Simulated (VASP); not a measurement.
**InAs (zincblende type): single point with LDA**

Crystal: InAs (zincblende type).

```
CELL_PARAMETERS angstrom
0.00000 2.59691 2.59691
2.59691 0.00000 2.59691
2.59691 2.59691 0.00000
ATOMIC_POSITIONS crystal
In 0.00000 0.00000 0.00000
As 0.25000 0.25000 0.25000
```

This cell differs from its parent crystal: volume scaled by 0.64.

```
Program             : VASP 6.6.1
Task                : single point
Functional          : LDA
Potentials or basis : VASP PAW LDA potentials, release 64 (In_d, As)
Cutoff              : 520 eV
k mesh              : 11 × 11 × 11
Occupations         : fermi-dirac, width 0.08 eV
Spin                : no spin polarisation
```

- Pressure: 76.1 GPa
- Band gap on the k mesh: 0.37 eV, indirect (least direct gap 1.68 eV)

Levels at points of the mesh, in eV from the valence-band top:
| k point | band 7 | band 8 | band 9 | band 10 | band 11 | band 12 |
| --- | --- | --- | --- | --- | --- | --- |
| (0.00, 0.00, 0.00) | 0.00 | 0.00 | 0.00 | 1.68 | 3.66 | 3.66 |

Run time: 20 s on 1 thread of Intel(R) Xeon(R) Platinum 8559C (Emerald Rapids) (shared host), peak memory 0.15 GiB.

Caveat: spin-orbit coupling is left out, which moves the levels of the heavy elements. A k mesh can miss the band edges.
